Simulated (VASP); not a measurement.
HgTe, 2 atoms in the cell. It takes space group F-43m (No. 216, cubic). The conventional cell has a = 6.393 Å, b = 6.393 Å, c = 6.393 Å, α = 90.00°, β = 90.00°, γ = 90.00°. Hg (site symmetry -43m) has 4 Te at 2.77 Å within 3.6 Å. Te (site symmetry -43m) has 4 Hg at 2.77 Å within 3.6 Å.  This cell differs from its parent crystal: volume scaled by 0.975.

* Program: VASP 6.6.1
* Task: single point
* Functional: PBE
* Potentials or basis: VASP PAW PBE potentials, release 64 (Hg, Te)
* Cutoff: 520 eV
* k mesh: 11 × 11 × 11
* Occupations: fermi-dirac, width 0.03 eV
* Spin: no spin polarisation
* Dipole correction: no
* Further INCAR settings: ALGO = Normal; EDIFF = 1e-06; NBANDS = 16

Potentials or basis: VASP PAW PBE potentials, release 64 (Hg, Te).

The run is started by

```sh
$ cat potpaw_PBE.64/Hg/POTCAR potpaw_PBE.64/Te/POTCAR > POTCAR
$ mpirun -np 1 vasp_std > vasp.out
```

Hardware: 1 thread of Intel(R) Xeon(R) Platinum 8375C CPU @ 2.90GHz (Ice Lake), with other jobs on the host.

Q: Estimate the wall time of this run.

A: Wall time 60 s on 1 thread of Intel(R) Xeon(R) Platinum 8375C CPU @ 2.90GHz (Ice Lake), with other jobs on the host, peak memory 0.24 GiB. Counts: scf iterations 13, k points 56.
